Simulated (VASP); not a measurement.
A run of VASP 6.6.1 is set up as follows.

The input INCAR:

```
ALGO     = Normal         # electronic algorithm
EDIFF    = 1E-6           # SCF threshold, eV
EDIFFG   = -0.04          # ionic threshold
ENCUT    = 600            # plane-wave cutoff, eV
GGA      = PE             # functional
IBRION   = 2              # ionic algorithm
ISIF     = 3              # what is computed and relaxed
ISMEAR   = 0              # smearing method
LASPH    = T              # aspherical terms in the spheres
LCHARG   = F              # write CHGCAR
LREAL    = F              # projectors in reciprocal space
LWAVE    = F              # write WAVECAR
NELM     = 60             # most SCF steps
NSW      = 90             # ionic steps
PREC     = Accurate       # precision mode
SIGMA    = 0.1            # smearing width, eV
```

File KPOINTS:

```
k-points
0
Gamma
  6 6 6
```

File POSCAR:

```
Ta2SiO3
1.0
    5.2636115300      0.0000000000      0.0000000000
   -2.6318057700      4.5584213000      0.0000000000
    0.0000000000      0.0000000000      3.6162871700
Ta Si O
2 1 3
Direct
    0.3333333300      0.6666666700      0.5000000000
    0.6666666700      0.3333333300      0.5000000000
    0.0000000000      0.0000000000      0.0000000000
    0.5000000000      0.0000000000      0.5000000000
    0.0000000000      0.5000000000      0.5000000000
    0.5000000000      0.5000000000      0.5000000000
```

Potentials or basis: VASP PAW PBE potentials, release 64 (Ta_pv, Si, O).

Command:

```bash
$ cat potpaw_PBE.64/Ta_pv/POTCAR potpaw_PBE.64/Si/POTCAR potpaw_PBE.64/O/POTCAR > POTCAR
$ mpirun -np 1 vasp_std > vasp.out
```

Task: What does it give for the band gap on the k mesh?

Result: Zero (band 22 reaches 3.85 eV, above the bottom of band 23 at 2.79 eV).

Task: Predict the relaxed cell.

Result: a = 6.578 Å, b = 6.578 Å, c = 2.813 Å, α = 90.00°, β = 90.00°, γ = 120.00°.

Task: Estimate the relaxed volume.

Result: 17.57 Å³/atom.

Task: Predict the space group after relaxing (to 0.05 Å).

Result: P6/mmm (No. 191).

Final structure:
```yaml
crystal:
  lattice:
    - [6.57787, 0.00000, 0.00000]
    - [-3.28893, 5.69660, 0.00000]
    - [0.00000, 0.00000, 2.81266]
  atoms:
    - { symbol: Ta, position: [0.33333, 0.66667, 0.50000] }
    - { symbol: Ta, position: [0.66667, 0.33333, 0.50000] }
    - { symbol: Si, position: [0.00000, 0.00000, 0.00000] }
    - { symbol: O, position: [0.50000, 0.00000, 0.50000] }
    - { symbol: O, position: [0.00000, 0.50000, 0.50000] }
    - { symbol: O, position: [0.50000, 0.50000, 0.50000] }
```

Caveat: the volume moved by over 15 % at a fixed basis, so the end points are rough; spin-orbit coupling is left out, which moves the levels of the heavy elements.
